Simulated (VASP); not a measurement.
# C in VASP: single point with PBEsol+D4

Aim: the single point of C with PBEsol+D4.

Everything below comes from runs of VASP 6.6.1. Logs are shortened: lines on timing, memory, paths and dates and some standing lists are left out, and cuts for length are marked.

## 1. The cell of the first run

The cell holds a slab with vacuum, 2 atoms: a = 2.457 Å, b = 2.457 Å, c = 20.980 Å, α = 90.00°, β = 90.00°, γ = 120.00°.

## 2. Single point, PBEsol+D4

File INCAR:

```
  PREC = Accurate
  ENCUT = 520
  EDIFF = 1E-6
  ISMEAR = 0
  SIGMA = 0.04
  LREAL = F
  LASPH = T
  NELM = 120
  ALGO = Normal
  ISIF = 2
  LWAVE = F
  LCHARG = T
  LDIPOL = T
  IDIPOL = 3
  DIPOL = 0.5 0.5 0.675
  GGA = PS
  IVDW = 13
  LELF = T
  LVHAR = T
  LVACPOTAV = T
  NBANDS = 11
  GGA_COMPAT = F
  NELMDL = -8
```

File KPOINTS:

```
regular mesh
0
Gamma
  15 15 1
```

File POSCAR:

```
C
1.0
    2.4568680386      0.0000000000      0.0000000000
   -1.2284340193      2.1277101352      0.0000000000
    0.0000000000      0.0000000000     20.9804600188
C
2
Direct
    1.0000000000      0.0000000000      0.6751510569
    0.3333333333      0.6666666667      0.6750647846
```

Potentials or basis: VASP PAW PBE potentials, release 64 (C).

Started as:

```
cat potpaw_PBE.64/C/POTCAR > POTCAR
mpirun -np 1 vasp_std > vasp.out
```

OUTCAR:

```text
PREC = Accurate
   ENCUT = 520
   EDIFF = 1E-6
   ISMEAR = 0
   LREAL = F
   LASPH = T
   NELM = 120
   ISIF = 2
   GGA = PS
   IVDW = 13
   NELMDL = -8

 ion  position               nearest neighbor table
   1  0.000  0.000  0.675-   2 1.42   2 1.42   2 1.42
   2  0.333  0.667  0.675-   1 1.42   1 1.42   1 1.42

  LATTYP: Found a hexagonal cell.
 ALAT       =     2.4568680386
 C/A-ratio  =     8.5395144099

  Lattice vectors:

 A1 = (   2.4568680386,   0.0000000000,   0.0000000000)
 A2 = (  -1.2284340193,   2.1277101352,   0.0000000000)
 A3 = (   0.0000000000,   0.0000000000,  20.9804600188)

Analysis of symmetry for initial positions (statically):
=====================================================================
 Subroutine PRICEL returns:
 Original cell was already a primitive cell.

 Routine SETGRP: Setting up the symmetry group for a
 hexagonal supercell.

 Subroutine GETGRP returns: Found 12 space group operations
 (whereof  6 operations were pure point group operations)
 out of a pool of 24 trial point group operations.

The static configuration has the point symmetry C_3v.
 The point group associated with its full space group is D_3d.

Analysis of symmetry for dynamics (positions and initial velocities):
=====================================================================
 Subroutine PRICEL returns:
 Original cell was already a primitive cell.

 Routine SETGRP: Setting up the symmetry group for a
 hexagonal supercell.

 Subroutine GETGRP returns: Found 12 space group operations
 (whereof  6 operations were pure point group operations)
 out of a pool of 24 trial point group operations.

The dynamic configuration has the point symmetry C_3v.
 The point group associated with its full space group is D_3d.

 Subroutine INISYM returns: Found 12 space group operations
 (whereof  6 operations are pure point group operations),
 and found     1 'primitive' translations

----------------------------------------------------------------------------------------

                                     Primitive cell

  volume of cell :     109.6754

  direct lattice vectors                    reciprocal lattice vectors
     2.456868039  0.000000000  0.000000000     0.407022267  0.234994416  0.000000000
    -1.228434019  2.127710135  0.000000000     0.000000000  0.469988831  0.000000000
     0.000000000  0.000000000 20.980460019     0.000000000  0.000000000  0.047663397

  length of vectors
     2.456868039  2.456868039 20.980460019     0.469988831  0.469988831  0.047663397

  position of ions in fractional coordinates (direct lattice)
     0.000000000  0.000000000  0.675151057
     0.333333333  0.666666667  0.675064785

[... 92 lines left out ...]
   EFERMI_NEDOS =   21; number of points for ismear=-14 and -15
   IALGO  =     38    algorithm
   IMIX   =      4    mixing-type and parameters
     AMIX     =   0.40;   BMIX     =  1.00
     AMIX_MAG =   1.60;   BMIX_MAG =  1.00
  volume/ion in A,a.u.               =      54.84       370.06
  Fermi-wavevector in a.u.,A,eV,Ry     =   0.684019  1.292609  6.365928  0.467882
  Thomas-Fermi vector in A             =   1.763551
   LORBIT       =      0    0 simple, 1 ext, 2 COOP (PROOUT), +10 PAW based schemes
   GGA     = PS    functional components
   LHFCALC =     F    Hartree Fock is set to
   AEXX    =    0.0000 exact exchange contribution
   IVDW    =    13    specifies the selected vdW correction
   LEPSILON=     F    determine dielectric tensor
   LRPA    =     F    only Hartree local field effects (RPA)
 non-spin polarized calculation
 Gauss-broadening in eV      SIGMA  =   0.04
  energy-cutoff  :      520.00
  volume of cell :      109.68
 maximum number of plane-waves:      2998
   NGX =  9   NGY =  9   NGZ = 79

 dipolmoment           0.000000      0.000000      0.000000 electrons x Angstroem

 number of electron       7.9999997 magnetization

 dipolmoment           0.000000      0.000000     -0.000000 electrons x Angstroem

 Free energy of the ion-electron system (eV)
  ---------------------------------------------------
  ext. energy  EPLUGINS =         0.00000000
  ---------------------------------------------------
  free energy    TOTEN  =       -19.28031626 eV

  energy without entropy =      -19.27991505  energy(sigma->0) =      -19.28011565

 E-fermi :  -2.8570     XC(G=0):  -2.0890

 val. band max:       -2.8569622842   @ k =   0.3333   0.3333   0.0000
 cond. band min:      -2.8569621980   @ k =   0.3333   0.3333   0.0000
 fundamental gap:      0.0000000861
 Fermi energy:        -2.8569622412

 k-point     1 :       0.0000    0.0000    0.0000
  band No.  band energies     occupation
      1     -22.4304      2.00000
      2     -10.5809      2.00000
      3      -5.8588      2.00000
      4      -5.8588      2.00000
      5       0.5174      0.00000
      6       1.3207      0.00000
      7       1.4826      0.00000
      8       2.3974      0.00000
      9       2.7898      0.00000
     10       4.8404      0.00000
     11       5.4984      0.00000
[... 309 lines left out ...]
 k-point    24 :       0.4000    0.2000    0.0000
  band No.  band energies     occupation
      1     -16.4972      2.00000
      2     -15.5861      2.00000
      3     -11.7468      2.00000
      4      -4.3743      2.00000
      5      -1.5586      0.00000
      6       8.0579      0.00000
      7       8.4572      0.00000
      8       9.1942      0.00000
      9       9.4049      0.00000
     10      10.4781      0.00000
     11      10.7507      0.00000

 [... further k-points ...]

------------------------ aborting loop because EDIFF is reached ----------------------------------------

  DFT-D4 for vdW energy calculation

  Edisp (eV):   -0.09779

  FORCE on cell =-STRESS in cart. coord.  units (eV):
  Direction    XX          YY          ZZ          XY          YZ          ZX
  --------------------------------------------------------------------------------------
  -------------------------------------------------------------------------------------
  Total       0.12526     0.12526    -0.01072     0.00000    -0.00000     0.00000
  in kB       1.82977     1.82977    -0.15659     0.00000    -0.00000     0.00000
  external pressure =        1.17 kB  Pullay stress =        0.00 kB

 VOLUME and BASIS-vectors are now :
 -----------------------------------------------------------------------------
  energy-cutoff  :      520.00
  volume of cell :      109.68
      direct lattice vectors                 reciprocal lattice vectors
     2.456868039  0.000000000  0.000000000     0.407022267  0.234994416  0.000000000
    -1.228434019  2.127710135  0.000000000     0.000000000  0.469988831  0.000000000
     0.000000000  0.000000000 20.980460019     0.000000000  0.000000000  0.047663397

 POSITION                                       TOTAL-FORCE (eV/Angst)
 -----------------------------------------------------------------------------------
      0.00000      0.00000     14.16498         0.000000      0.000000     -0.030597
     -0.00000      1.41847     14.16317        -0.000000     -0.000000      0.030597
 -----------------------------------------------------------------------------------
    total drift:                                0.000000     -0.000000     -0.000002

  FREE ENERGIE OF THE ION-ELECTRON SYSTEM (eV)
  ---------------------------------------------------
  free  energy   TOTEN  =       -19.3781044917 eV

  energy  without entropy=      -19.3777032902  energy(sigma->0) =      -19.37790389

 vacuum level on the upper side and lower side of the slab         1.442         1.442
```

Run time: 36 s. Hardware: 1 thread of Intel Xeon 8259CL, shared host; peak memory 0.21 GiB.

Results:

```
Free energy                : -19.3781 eV
Largest force              : 0.031 eV/Å
Band gap on the k mesh     : zero (filled and empty bands touch)
Dispersion energy per atom : -0.049 eV
```

Forces in eV/Å, atoms in the order of the input:
```
C    0.000  0.000 -0.031
C    0.000  0.000  0.031
```

Caveat: the PAW data sets were made with another functional, which shifts forces and pressure a little.
